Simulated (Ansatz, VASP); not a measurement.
Two plane-wave programs on BaCa3O4

Contents of INCAR:

```
SYSTEM = BaCa3O4
  PREC = Accurate
  ENCUT = 520
  EDIFF = 1E-6
  ISMEAR = -1
  SIGMA = 0.05
  LREAL = .False.
  LASPH = .True.
  NELM = 60
  ALGO = Normal
  ISIF = 2
  LWAVE = .False.
  LCHARG = .True.
  GGA = PE
  LELF = .True.
  LVHAR = .True.
  NBANDS = 42
```

KPOINTS

```
Automatic mesh
0
Gamma
  5 5 5
  0 0 0
```

The input POSCAR:

```
BaCa3O4
1.0
    5.1082460000      0.0000000000      0.0000000000
    0.0000000000      5.1082460000      0.0000000000
    0.0000000000      0.0000000000      5.1082460000
Ba Ca O
1 3 4
Direct
    0.4978610000      0.5024020000      0.4918870000
    0.4939520000      0.0052680000     -0.0032230000
    0.0013260000      0.4846880000      0.0026320000
    0.0102690000      0.0061650000      0.5043750000
    0.0033130000      0.5077230000      0.4997050000
    0.4930250000     -0.0058500000      0.5076570000
    0.4986930000      0.5043310000     -0.0076000000
   -0.0026600000     -0.0023020000      0.0035880000
```

Contents of input.yaml:

```yaml
crystal:
  lattice:
    - [5.108246, 0.0, 0.0]
    - [0.0, 5.108246, 0.0]
    - [0.0, 0.0, 5.108246]
  atoms:
    - { symbol: Ba, position: [0.497861, 0.502402, 0.491887] }
    - { symbol: Ca, position: [0.493952, 0.005268, -0.003223] }
    - { symbol: Ca, position: [0.001326, 0.484688, 0.002632] }
    - { symbol: Ca, position: [0.010269, 0.006165, 0.504375] }
    - { symbol: O, position: [0.003313, 0.507723, 0.499705] }
    - { symbol: O, position: [0.493025, -0.00585, 0.507657] }
    - { symbol: O, position: [0.498693, 0.504331, -0.0076] }
    - { symbol: O, position: [-0.00266, -0.002302, 0.003588] }
hamiltonian:
  xc: pbe
  pseudopotentials: { kind: paw }
kpoints:
  mp_grid: { grid: [5, 5, 5] }
scf:
  occupations: { method: fermi_dirac, width: 0.05 }
output:
  forces: true
  stress: true
  eigenvalues: true
```

Change from the starting cell: atoms moved at random, drawn with an rms of 0.05 Å.

Alike in both runs: task single point; functional PBE; k mesh 5 × 5 × 5; occupations fermi-dirac, width 0.05 eV; no spin polarisation.

|  | VASP | Ansatz |
| --- | --- | --- |
| version | VASP 6.6.1 | Ansatz 0.2.0 |
| potentials or method | VASP PAW PBE potentials, release 64 (Ba_sv, Ca_sv, O) | Ansatz PAW |
| plane-wave cutoff (eV) | 520 | 420 |
| valence electrons in the cell | 64 | 64 |

VASP gave:

| Item | Value |
| --- | --- |
| gap on the k mesh at the Fermi level (eV) | 2.34 |
| least direct gap on the mesh (eV) | 2.34 |
| pressure (GPa) | 0.0 |
| traceless stress, the component that is largest in VASP (GPa) | -0.11 |
| rms of the force components (eV/Å) | 0.232 |

Problem. What did Ansatz give for the same quantities?

Solution. gap on the k mesh at the Fermi level (eV): 2.42; least direct gap on the mesh (eV): 2.42; pressure (GPa): -1.3; traceless stress, the component that is largest in VASP (GPa): -0.10; rms of the force components (eV/Å): 0.222.

Atom by atom the forces differ by 0.020 eV/Å (rms over components). With one functional, cell and mesh, what is left measures potentials, basis and numerics.

Neither program's run includes spin-orbit coupling. Noted on Ansatz's run: odd divisions of the mesh miss points on the zone boundary, where band edges often lie, so the gap on the mesh can be too wide.
